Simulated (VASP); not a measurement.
# AlGaN2 (Cm) in VASP: notebook, part 2 of 3

VASP 6.6.1. Earlier steps stand in the parts before.

## 3. Single point, PBEsol

Contents of INCAR:

```
SYSTEM = AlGaN2
PREC = Accurate
ENCUT = 600
EDIFF = 1E-6
ISMEAR = 0
SIGMA = 0.1
LREAL = .False.
LASPH = .True.
NELM = 120
ALGO = Normal
ISIF = 2
LWAVE = .False.
LCHARG = .True.
GGA = PS
LELF = .True.
LVHAR = .True.
NBANDS = 36
GGA_COMPAT = .False.
```

Contents of KPOINTS:

```
Automatic mesh
0
Gamma
  6 6 6
  0 0 0
```

Contents of POSCAR:

```
AlGaN2
1.0
   -3.1506153956      0.0000000000      0.0000000000
    0.0000000000      5.4452508608      0.0026493704
    1.5753076978     -2.7250935455     -5.0932142576
Al Ga N
2 2 4
Direct
    0.0019054100      0.3339640808      0.0038108201
    0.7496722399      0.4157143285      0.4993444797
    0.4989582324      0.8323961874     -0.0020835351
    0.2511749940      0.9193111465      0.5023499880
    0.8148484111      0.1550091972      0.6296968222
    0.3072132040      0.6339259719      0.6144264081
    0.5620651618      0.2342053102      0.1241303236
    0.0601623468      0.7214737775      0.1203246935
```

Potentials or basis: VASP PAW PBE potentials, release 64 (Al, Ga_d, N).

Started as:

```
$ cat potpaw_PBE.64/Al/POTCAR potpaw_PBE.64/Ga_d/POTCAR potpaw_PBE.64/N/POTCAR > POTCAR
$ mpirun -np 1 vasp_std > vasp.out
```

OUTCAR:

```text
SYSTEM = AlGaN2
   PREC = Accurate
   ENCUT = 600
   EDIFF = 1E-6
   ISMEAR = 0
   LREAL = .False.
   LASPH = .True.
   NELM = 120
   ISIF = 2
   GGA = PS

 ion  position               nearest neighbor table
   1  0.002  0.334  0.004-   8 1.89   7 1.90   7 1.90   5 1.91   2 3.11   2 3.11   4 3.13   4 3.13
                             4 3.13   3 3.14   3 3.14   2 3.15
   2  0.750  0.416  0.499-   6 1.89   6 1.89   5 1.90   7 1.91   1 3.11   1 3.11   3 3.12   3 3.12
                             3 3.13   4 3.14   4 3.14   1 3.15
   3  0.499  0.832  0.998-   8 1.94   8 1.94   7 1.95   6 1.95   2 3.12   2 3.12   2 3.13   1 3.14
                             1 3.14
   4  0.251  0.919  0.502-   5 1.94   5 1.94   6 1.95   8 1.95   1 3.13   1 3.13   1 3.13   2 3.14
                             2 3.14
   5  0.815  0.155  0.630-   2 1.90   1 1.91   4 1.94   4 1.94
   6  0.307  0.634  0.614-   2 1.89   2 1.89   4 1.95   3 1.95
   7  0.562  0.234  0.124-   1 1.90   1 1.90   2 1.91   3 1.95
   8  0.060  0.721  0.120-   1 1.89   3 1.94   3 1.94   4 1.95

  LATTYP: Found a base centered monoclinic cell.
 ALAT       =    11.5435014949
 B/A-ratio  =     0.2729341177
 C/A-ratio  =     0.4717157535
 COS(beta)  =    -0.4708588977

  Lattice vectors:

 A1 = (  -1.5753076978,  -2.7201573153,   5.0905648872)
 A2 = (   1.5753076978,  -2.7201573153,   5.0905648872)
 A3 = (   0.0000000000,   5.4452508608,   0.0026493704)

Analysis of symmetry for initial positions (statically):
=====================================================================
 Subroutine PRICEL returns:
 Original cell was already a primitive cell.

 Routine SETGRP: Setting up the symmetry group for a
 base centered monoclinic supercell.

 Subroutine GETGRP returns: Found  2 space group operations
 (whereof  2 operations were pure point group operations)
 out of a pool of  4 trial point group operations.

The static configuration has the point symmetry C_1h.

Analysis of symmetry for dynamics (positions and initial velocities):
=====================================================================
 Subroutine PRICEL returns:
 Original cell was already a primitive cell.

 Routine SETGRP: Setting up the symmetry group for a
 base centered monoclinic supercell.

 Subroutine GETGRP returns: Found  2 space group operations
 (whereof  2 operations were pure point group operations)
 out of a pool of  4 trial point group operations.

The dynamic configuration has the point symmetry C_1h.

 Subroutine INISYM returns: Found  2 space group operations
 (whereof  2 operations are pure point group operations),
 and found     1 'primitive' translations

----------------------------------------------------------------------------------------

                                     Primitive cell

  volume of cell :      87.3559

  direct lattice vectors                    reciprocal lattice vectors
    -3.150615396  0.000000000  0.000000000    -0.317398309  0.000047777 -0.098195397
     0.000000000  5.445250861  0.002649370     0.000000000  0.183694088 -0.098284413
     1.575307698 -2.725093546 -5.093214258     0.000000000  0.000095553 -0.196390794

  length of vectors
     3.150615396  5.445251505  5.987366754     0.332240914  0.208334692  0.196390817

  position of ions in fractional coordinates (direct lattice)
     0.001905410  0.333964081  0.003810820
     0.749672240  0.415714329  0.499344480
     0.498958232  0.832396187  0.997916465
     0.251174994  0.919311147  0.502349988
[... 48 lines left out ...]
  0.000000  0.166667  0.000000      2.000000
  0.166667  0.166667 -0.000000      4.000000
[... 16 lines left out ...]
  0.333333 -0.000000  0.166667      4.000000
  0.500000 -0.000000  0.166667      4.000000
 [... further k-points ...]
   k-points           NKPTS =     68   k-points in BZ     NKDIM =     68   number of bands    NBANDS=     36
   number of dos      NEDOS =    301   number of ions     NIONS =      8
   total plane-waves  NPLWV =  64512
   dimension x,y,z NGX =    28 NGY =   48 NGZ =   48
   dimension x,y,z NGXF=    56 NGYF=   96 NGZF=   96
   ions per type =               2   2   4
   NGX,Y,Z   is equivalent  to a cutoff of  14.77, 14.65, 13.33 a.u.
   NGXF,Y,Z  is equivalent  to a cutoff of  29.55, 29.31, 26.66 a.u.
 SYSTEM =  AlGaN2
   PREC   = accura    normal or accurate (medium, high low for compatibility)
   ISTART =      0    job   : 0-new  1-cont  2-samecut
   ICHARG =      2    charge: 1-file 2-atom 10-const
   ISPIN  =      1    spin polarized calculation?
   LNONCOLLINEAR =      F non collinear calculations
   LSORBIT =      F    spin-orbit coupling
   LASPH  =      T    aspherical Exc in radial PAW
   ENCUT  =  600.0 eV  44.10 Ry    6.64 a.u.   6.29 10.88 11.96*2*pi/ulx,y,z
   NELM   =    120;   NELMIN=  2; NELMDL= -5     # of ELM steps
   EDIFF  = 0.1E-05   stopping-criterion for ELM
   LREAL  =      F    real-space projection
   EDIFFG = 0.1E-04   stopping-criterion for IOM
   NSW    =      0    number of steps for IOM
   IBRION =     -1    ionic relax: 0-MD 1-quasi-New 2-CG
   NFREE  =      0    steps in history (QN), initial steepest desc. (CG)
   ISIF   =      2    stress and relaxation
   ISYM   =      2    0-nonsym 1-usesym 2-fastsym
   POTIM  = 0.5000    time-step for ionic-motion
   TEBEG  =    0.0;   TEEND  =   0.0 temperature during run
   PSTRESS=    0.0 pullay stress
   NELECT =      52.0000    total number of electrons
   NUPDOWN=      -1.0000    fix difference up-down
   EMIN   =  10.00;   EMAX   =-10.00  energy-range for DOS
   EFERMI =   0.00;   METHOD = LEGACY
   ISMEAR =     0;   SIGMA  =   0.10  broadening in eV -4-tet -1-fermi 0-gaus
   EFERMI_NEDOS =   21; number of points for ismear=-14 and -15
   IALGO  =     38    algorithm
   IMIX   =      4    mixing-type and parameters
     AMIX     =   0.40;   BMIX     =  1.00
     AMIX_MAG =   1.60;   BMIX_MAG =  1.00
  volume/ion in A,a.u.               =      10.92        73.69
  Fermi-wavevector in a.u.,A,eV,Ry     =   1.377141  2.602420 25.803703  1.896519
  Thomas-Fermi vector in A             =   2.502322
   LORBIT       =      0    0 simple, 1 ext, 2 COOP (PROOUT), +10 PAW based schemes
   GGA     = PS    functional components
   LHFCALC =     F    Hartree Fock is set to
   AEXX    =    0.0000 exact exchange contribution
   IVDW    =     0    specifies the selected vdW correction
   LEPSILON=     F    determine dielectric tensor
   LRPA    =     F    only Hartree local field effects (RPA)
 non-spin polarized calculation
 Gauss-broadening in eV      SIGMA  =   0.10
  energy-cutoff  :      600.00
  volume of cell :       87.36
 maximum number of plane-waves:      2936
 NGX is ok and might be reduce to    28
   NGX = 13   NGY = 21   NGZ = 23

 number of electron      52.0000002 magnetization

 Free energy of the ion-electron system (eV)
  ---------------------------------------------------
  ext. energy  EPLUGINS =         0.00000000
  ---------------------------------------------------
  free energy    TOTEN  =       -57.54247202 eV

  energy without entropy =      -57.54247202  energy(sigma->0) =      -57.54247202

 E-fermi :   6.0460     XC(G=0): -11.5322

 val. band max:        5.6263681385   @ k =   0.0000   0.0000   0.0000
 cond. band min:       8.5248257716   @ k =   0.0000   0.0000   0.0000
 fundamental gap:      2.8984576331
 Fermi energy:         6.0460080974

 k-point     1 :       0.0000    0.0000    0.0000
  band No.  band energies     occupation
      1      -9.9806      2.00000
      2      -8.8569      2.00000
      3      -8.5524      2.00000
      4      -8.3216      2.00000
      5      -7.4424      2.00000
      6      -7.4016      2.00000
[... 925 lines left out ...]
     35      15.1788      0.00000
     36      15.6322      0.00000

 [... further k-points ...]
[... 5 lines left out ...]
  --------------------------------------------------------------------------------------
  -------------------------------------------------------------------------------------
  Total       -0.2177655     -0.1610200     -0.0518667      0.0000000     -0.0256777      0.0000000
  in kB       -3.9939942     -2.9532360     -0.9512767      0.0000000     -0.4709499      0.0000000
  external PRESSURE =      -2.6328356 kB  Pullay stress =       0.0000000 kB

 VOLUME and BASIS-vectors are now :
 -----------------------------------------------------------------------------
  energy-cutoff  :      600.00
  volume of cell :       87.36
      direct lattice vectors                 reciprocal lattice vectors
    -3.150615396  0.000000000  0.000000000    -0.317398309  0.000047777 -0.098195397
     0.000000000  5.445250861  0.002649370     0.000000000  0.183694088 -0.098284413
     1.575307698 -2.725093546 -5.093214258     0.000000000  0.000095553 -0.196390794

 POSITION                                       TOTAL-FORCE (eV/Angst)
 -----------------------------------------------------------------------------------
      0.00000      1.80813     -0.01852         0.000000      0.022651      0.012808
     -1.57531      0.90291     -2.54217         0.000000     -0.002659     -0.001003
      0.00000      1.81319     -5.08040        -0.000000     -0.012989      0.004912
     -0.00000      3.63693     -2.55614         0.000000      0.000350      0.015054
     -1.57531     -0.87192     -3.20677        -0.000000     -0.019712     -0.008362
      0.00000      1.77752     -3.12773        -0.000000      0.014526     -0.007622
     -1.57531      0.93704     -0.63160         0.000000     -0.017514     -0.006582
     -0.00000      3.60071     -0.61093         0.000000      0.015347     -0.009205
 -----------------------------------------------------------------------------------
    total drift:                               -0.000005      0.000411     -0.000131

  FREE ENERGIE OF THE ION-ELECTRON SYSTEM (eV)
  ---------------------------------------------------
  free  energy   TOTEN  =       -57.5424720248 eV

  energy  without entropy=      -57.5424720248  energy(sigma->0) =      -57.54247202
```

Wall time 5.4 min (1 thread of Oxide Virtual Turin-like, shared host); peak memory 0.35 GiB.

What came out:

- Free energy: -57.5425 eV
- Pressure: -0.3 GPa
- Largest force: 0.026 eV/Å
- Band gap on the k mesh: 2.90 eV

Forces in eV/Å, atoms in the order of the input:
```
Al   0.000  0.023  0.013
Al   0.000 -0.003 -0.001
Ga   0.000 -0.013  0.005
Ga   0.000  0.000  0.015
N    0.000 -0.020 -0.008
N    0.000  0.015 -0.008
N    0.000 -0.018 -0.007
N    0.000  0.015 -0.009
```

Caveat: the PAW data sets were made with another functional, which shifts forces and pressure a little.

[end of part 2 of 3]
